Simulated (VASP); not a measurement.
Wanted: the native input for a VASP 6.6.1 run.

| Property | Result |
| --- | --- |
| Task | single point |
| Functional | PBEsol |
| Potentials or basis | VASP PAW PBE potentials, release 64 (Li_sv) |
| Cutoff | 520 eV |
| k mesh | 2 × 2 × 2 |
| Occupations | fermi-dirac, width 0.1 eV |
| Spin | no spin polarisation |
| Dipole correction | no |
| Further INCAR settings | LREAL = Auto; ALGO = Normal; EDIFF = 1e-06; NBANDS = 40 |

The structure of Li (a cell with a defect) lies in POSCAR:

```
Li
1.0
    6.9800000000      0.0000000000      0.0000000000
    0.0000000000      6.9800000000      0.0000000000
    0.0000000000      0.0000000000      6.9800000000
Li
17
Direct
    0.1490687679      0.0122636103     -0.0487249284
    0.5940257880     -0.0182664756     -0.1033524355
   -0.0047851003      0.3932378223     -0.1676934097
    0.2291833811      0.0797994269      0.5318194842
    0.2107020057      0.3374068768      0.1995845272
    0.4053295129      0.3611604585     -0.0778366762
    0.6355157593     -0.0564040115      0.4434670487
    1.0382521490     -0.1398853868      0.4008022923
    0.0545988539      0.5136103152      0.4333237822
    0.3625501433      0.8360601719      0.1815472779
    0.5436819484      0.2392406877      0.6500286533
    0.5389255014      0.5943409742      0.4717765043
    0.7265759312      0.6202292264      0.1087822350
    0.8772063037      0.1215902579      0.5926504298
    0.3269197708      0.7123638968      0.8264469914
    0.7721346705      0.6998424069      0.6716762178
    0.7327507163      0.1643982808      0.1780085960
```

One way to write it, as run:

INCAR

```
SYSTEM = Li
PREC     = Accurate       ! precision mode
ENCUT    = 520            ! plane-wave cutoff, eV
EDIFF    = 1E-6           ! SCF threshold, eV
ISMEAR   = -1             ! smearing method
SIGMA    = 0.1            ! smearing width, eV
LREAL    = Auto         
LASPH    = .TRUE.         ! aspherical terms in the spheres
NELM     = 60             ! most SCF steps
ALGO     = Normal         ! electronic algorithm
ISIF     = 2              ! what is computed and relaxed
LWAVE    = .FALSE.        ! write WAVECAR
LCHARG   = .TRUE.         ! write CHGCAR
GGA      = PS             ! functional
LELF     = .TRUE.         ! ELF
LVHAR    = .TRUE.       
NBANDS   = 40             ! bands
```

KPOINTS

```
regular mesh
0
G
  2 2 2
  0 0 0
```

Potentials or basis: VASP PAW PBE potentials, release 64 (Li_sv).

Launch:

```sh
$ cat potpaw_PBE.64/Li_sv/POTCAR > POTCAR
$ mpirun -np 1 vasp_std > vasp.out
```

Results of the run:

```json
{"Largest force": "1.115 eV/Å", "Band gap on the k mesh": "zero (an odd number of electrons rules out a gap without spin polarisation)"}
```

Caveat: the k points lie up to 0.45 Å⁻¹ apart, too coarse for converged energies and pressures of a metal; the atoms stand as in a frame of molecular dynamics; the PAW data sets were made with another functional, which shifts forces and pressure a little.

Run time: 77 s on 1 thread of Intel(R) Xeon(R) 6975P-C (Granite Rapids), on a shared host, peak memory 0.37 GiB.
